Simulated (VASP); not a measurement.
# SiC (F-43m) in VASP: notebook, part 2 of 3

VASP 6.6.1. Earlier steps stand in the parts before.

## 3. Single point, PBEsol

This run uses another cell than the first one, of 10.34 Å³/atom.

The input, INCAR:

```
PREC = Accurate ; ENCUT = 520
EDIFF = 1E-7 ; ISMEAR = -1
SIGMA = 0.02 ; LREAL = False
LASPH = True ; NELM = 80
ALGO = Normal ; ISIF = 2
LWAVE = False ; LCHARG = False
GGA = PS ; NBANDS = 11
```

The input, KPOINTS:

```
regular mesh
0
Gamma
  10 10 10
```

The input, POSCAR:

```
SiC
1.0
    0.0000000000      2.1784566749      2.1784566749
    2.1784566749      0.0000000000      2.1784566749
    2.1784566749      2.1784566749      0.0000000000
Si C
1 1
Direct
    0.0000000000      0.0000000000      0.0000000000
    0.2500000000      0.2500000000      0.2500000000
```

Potentials or basis: VASP PAW PBE potentials, release 64 (Si, C).

Run with:

```bash
> cat potpaw_PBE.64/Si/POTCAR potpaw_PBE.64/C/POTCAR > POTCAR
> mpirun -np 1 vasp_std > vasp.out
```

OUTCAR:

```text
PREC = Accurate
   ENCUT = 520
   EDIFF = 1E-7
   ISMEAR = -1
   LREAL = False
   LASPH = True
   NELM = 80
   ISIF = 2
   GGA = PS

 ion  position               nearest neighbor table
   1  0.000  0.000  0.000-   2 1.89   2 1.89   2 1.89   2 1.89
   2  0.250  0.250  0.250-   1 1.89   1 1.89   1 1.89   1 1.89

  LATTYP: Found a face centered cubic cell.
 ALAT       =     4.3569133498

  Lattice vectors:

 A1 = (   0.0000000000,   2.1784566749,   2.1784566749)
 A2 = (   2.1784566749,   0.0000000000,   2.1784566749)
 A3 = (   2.1784566749,   2.1784566749,   0.0000000000)

Analysis of symmetry for initial positions (statically):
=====================================================================
 Subroutine PRICEL returns:
 Original cell was already a primitive cell.

 Routine SETGRP: Setting up the symmetry group for a
 face centered cubic supercell.

 Subroutine GETGRP returns: Found 24 space group operations
 (whereof 24 operations were pure point group operations)
 out of a pool of 48 trial point group operations.

The static configuration has the point symmetry T_d .

Analysis of symmetry for dynamics (positions and initial velocities):
=====================================================================
 Subroutine PRICEL returns:
 Original cell was already a primitive cell.

 Routine SETGRP: Setting up the symmetry group for a
 face centered cubic supercell.

 Subroutine GETGRP returns: Found 24 space group operations
 (whereof 24 operations were pure point group operations)
 out of a pool of 48 trial point group operations.

The dynamic configuration has the point symmetry T_d .

 Subroutine INISYM returns: Found 24 space group operations
 (whereof 24 operations are pure point group operations),
 and found     1 'primitive' translations

----------------------------------------------------------------------------------------

                                     Primitive cell

  volume of cell :      20.6765

  direct lattice vectors                    reciprocal lattice vectors
     0.000000000  2.178456675  2.178456675    -0.229520286  0.229520286  0.229520286
     2.178456675  0.000000000  2.178456675     0.229520286 -0.229520286  0.229520286
     2.178456675  2.178456675  0.000000000     0.229520286  0.229520286 -0.229520286

  length of vectors
     3.080802975  3.080802975  3.080802975     0.397540797  0.397540797  0.397540797

  position of ions in fractional coordinates (direct lattice)
     0.000000000  0.000000000  0.000000000
     0.250000000  0.250000000  0.250000000

  ion indices of the primitive-cell ions
   primitive index   ion index
                 1           1
                 2           2

----------------------------------------------------------------------------------------

 KPOINTS: regular mesh

Automatic generation of k-mesh.
 Grid dimensions read from file:
 generate k-points for:   10   10   10

 Generating k-lattice:

  Cartesian coordinates                     Fractional coordinates (reciprocal lattice)
    -0.022952029  0.022952029  0.022952029     0.100000000  0.000000000  0.000000000
     0.022952029 -0.022952029  0.022952029     0.000000000  0.100000000  0.000000000
     0.022952029  0.022952029 -0.022952029     0.000000000  0.000000000  0.100000000

  Length of vectors
     0.039754080  0.039754080  0.039754080

  Shift w.r.t. Gamma in fractional coordinates (k-lattice)
     0.000000000  0.000000000  0.000000000

 Subroutine IBZKPT returns following result:
 ===========================================

 Found     47 irreducible k-points:

 Following reciprocal coordinates:
            Coordinates               Weight
  0.000000  0.000000  0.000000      1.000000
  0.100000  0.000000  0.000000      8.000000
  0.200000  0.000000  0.000000      8.000000
  0.300000  0.000000  0.000000      8.000000
  0.400000  0.000000  0.000000      8.000000
  0.500000  0.000000  0.000000      4.000000
[... 16 lines left out ...]
  0.300000  0.300000  0.000000      6.000000
  0.400000  0.300000  0.000000     24.000000
 [... further k-points ...]
   k-points           NKPTS =     47   k-points in BZ     NKDIM =     47   number of bands    NBANDS=     11
   number of dos      NEDOS =    301   number of ions     NIONS =      2
   total plane-waves  NPLWV =  13824
   dimension x,y,z NGX =    24 NGY =   24 NGZ =   24
   dimension x,y,z NGXF=    48 NGYF=   48 NGZF=   48
   ions per type =               1   1
   NGX,Y,Z   is equivalent  to a cutoff of  12.95, 12.95, 12.95 a.u.
   NGXF,Y,Z  is equivalent  to a cutoff of  25.90, 25.90, 25.90 a.u.
 SYSTEM =  unknown system
   PREC   = accura    normal or accurate (medium, high low for compatibility)
   ISTART =      0    job   : 0-new  1-cont  2-samecut
   ICHARG =      2    charge: 1-file 2-atom 10-const
   ISPIN  =      1    spin polarized calculation?
   LNONCOLLINEAR =      F non collinear calculations
   LSORBIT =      F    spin-orbit coupling
   LASPH  =      T    aspherical Exc in radial PAW
   ENCUT  =  520.0 eV  38.22 Ry    6.18 a.u.   5.73  5.73  5.73*2*pi/ulx,y,z
   NELM   =     80;   NELMIN=  2; NELMDL= -5     # of ELM steps
   EDIFF  = 0.1E-06   stopping-criterion for ELM
   LREAL  =      F    real-space projection
   EDIFFG = 0.1E-05   stopping-criterion for IOM
   NSW    =      0    number of steps for IOM
   IBRION =     -1    ionic relax: 0-MD 1-quasi-New 2-CG
   NFREE  =      0    steps in history (QN), initial steepest desc. (CG)
   ISIF   =      2    stress and relaxation
   ISYM   =      2    0-nonsym 1-usesym 2-fastsym
   POTIM  = 0.5000    time-step for ionic-motion
   TEBEG  =    0.0;   TEEND  =   0.0 temperature during run
   PSTRESS=    0.0 pullay stress
   NELECT =       8.0000    total number of electrons
   NUPDOWN=      -1.0000    fix difference up-down
   EMIN   =  10.00;   EMAX   =-10.00  energy-range for DOS
   EFERMI =   0.00;   METHOD = LEGACY
   ISMEAR =    -1;   SIGMA  =   0.02  broadening in eV -4-tet -1-fermi 0-gaus
   EFERMI_NEDOS =   21; number of points for ismear=-14 and -15
   IALGO  =     38    algorithm
   IMIX   =      4    mixing-type and parameters
     AMIX     =   0.40;   BMIX     =  1.00
     AMIX_MAG =   1.60;   BMIX_MAG =  1.00
  volume/ion in A,a.u.               =      10.34        69.77
  Fermi-wavevector in a.u.,A,eV,Ry     =   1.192923  2.254298 19.361993  1.423066
  Thomas-Fermi vector in A             =   2.328950
   LORBIT       =      0    0 simple, 1 ext, 2 COOP (PROOUT), +10 PAW based schemes
   GGA     = PS    functional components
   LHFCALC =     F    Hartree Fock is set to
   AEXX    =    0.0000 exact exchange contribution
   IVDW    =     0    specifies the selected vdW correction
   LEPSILON=     F    determine dielectric tensor
   LRPA    =     F    only Hartree local field effects (RPA)
 non-spin polarized calculation
  energy-cutoff  :      520.00
  volume of cell :       20.68
 maximum number of plane-waves:       568
   NGX = 11   NGY = 11   NGZ = 11

 number of electron       8.0000001 magnetization

 Free energy of the ion-electron system (eV)
  ---------------------------------------------------
  ext. energy  EPLUGINS =         0.00000000
  ---------------------------------------------------
  free energy    TOTEN  =       -15.91495362 eV

  energy without entropy =      -15.91495362  energy(sigma->0) =      -15.91495362

 E-fermi :   8.4590     XC(G=0): -11.5081

 val. band max:        8.0650075744   @ k =   0.0000   0.0000   0.0000
 cond. band min:       9.2981200328   @ k =   0.5000   0.5000   0.0000
 fundamental gap:      1.2331124584
 Fermi energy:         8.4589856141

 k-point     1 :       0.0000    0.0000    0.0000
  band No.  band energies     occupation
      1      -7.3651      2.00000
      2       8.0650      2.00000
      3       8.0650      2.00000
      4       8.0650      2.00000
      5      14.2609      0.00000
      6      15.3126      0.00000
      7      15.3126      0.00000
      8      15.3126      0.00000
      9      22.5256      0.00000
     10      22.5256      0.00000
     11      24.3391      0.00000
[... 309 lines left out ...]
 k-point    24 :       0.4000    0.3000    0.0000
  band No.  band energies     occupation
      1      -4.2034      2.00000
      2       2.4780      2.00000
      3       4.8795      2.00000
      4       5.4175      2.00000
      5      10.8219      0.00000
      6      13.5797      0.00000
      7      19.6262      0.00000
      8      19.9349      0.00000
      9      21.7519      0.00000
     10      26.0856      0.00000
     11      29.2454      0.00000

 [... further k-points ...]

------------------------ aborting loop because EDIFF is reached ----------------------------------------

  FORCE on cell =-STRESS in cart. coord.  units (eV):
  Direction    XX          YY          ZZ          XY          YZ          ZX
  --------------------------------------------------------------------------------------
  -------------------------------------------------------------------------------------
  Total        0.0437107      0.0437107      0.0437107      0.0000000      0.0000000     -0.0000000
  in kB        3.3870520      3.3870520      3.3870520      0.0000000      0.0000000     -0.0000000
  external PRESSURE =       3.3870520 kB  Pullay stress =       0.0000000 kB

 VOLUME and BASIS-vectors are now :
 -----------------------------------------------------------------------------
  energy-cutoff  :      520.00
  volume of cell :       20.68
      direct lattice vectors                 reciprocal lattice vectors
     0.000000000  2.178456675  2.178456675    -0.229520286  0.229520286  0.229520286
     2.178456675  0.000000000  2.178456675     0.229520286 -0.229520286  0.229520286
     2.178456675  2.178456675  0.000000000     0.229520286  0.229520286 -0.229520286

 POSITION                                       TOTAL-FORCE (eV/Angst)
 -----------------------------------------------------------------------------------
      0.00000      0.00000      0.00000         0.000000      0.000000      0.000000
      1.08923      1.08923      1.08923        -0.000000     -0.000000     -0.000000
 -----------------------------------------------------------------------------------
    total drift:                                0.000000      0.000000      0.000000

  FREE ENERGIE OF THE ION-ELECTRON SYSTEM (eV)
  ---------------------------------------------------
  free  energy   TOTEN  =       -15.9149536167 eV

  energy  without entropy=      -15.9149536167  energy(sigma->0) =      -15.91495362
```

stdout:

```text
POSCAR found type information on POSCAR SiC
 POSCAR found :  2 types and       2 ions
 scaLAPACK will be used
 -----------------------------------------------------------------------------
|                                                                             |
|                                                                             |
|     You enforced a specific xc type in the INCAR file but a different       |
|     I HOPE YOU KNOW WHAT YOU ARE DOING!                                     |
|                                                                             |
 -----------------------------------------------------------------------------

 LDA part: xc-table for (Slater+PW92), standard interpolation
 POSCAR, INCAR and KPOINTS ok, starting setup
 FFT: planning ... GRIDC
 FFT: planning ... GRID_SOFT
 FFT: planning ... GRID
 WAVECAR not read
 entering main loop
```

Wall time 6.7 s (1 thread of Intel Xeon Platinum 8559C (Emerald Rapids), shared host); peak memory 0.13 GiB.

What came out:

```yaml
Free_energy: -15.9150 eV
Pressure: 0.3 GPa
Band_gap_on_the_k_mesh: 1.23 eV (least direct gap 4.44 eV)
```

Levels at points of the mesh, in eV from the valence-band top:
```csv
k point,band 1,band 2,band 3,band 4,band 5,band 6,band 7,band 8
"(0.00, 0.00, 0.00)",-15.43,0.00,0.00,0.00,6.20,7.25,7.25,7.25
"(0.50, 0.00, 0.00)",-11.82,-8.60,-1.06,-1.06,5.38,7.14,7.14,9.92
"(0.50, 0.50, 0.00)",-10.36,-7.84,-3.21,-3.21,1.23,4.20,13.96,13.96
```

Caveat: the PAW data sets were made with another functional, which shifts forces and pressure a little.

(Continued in part 3 of 3.)
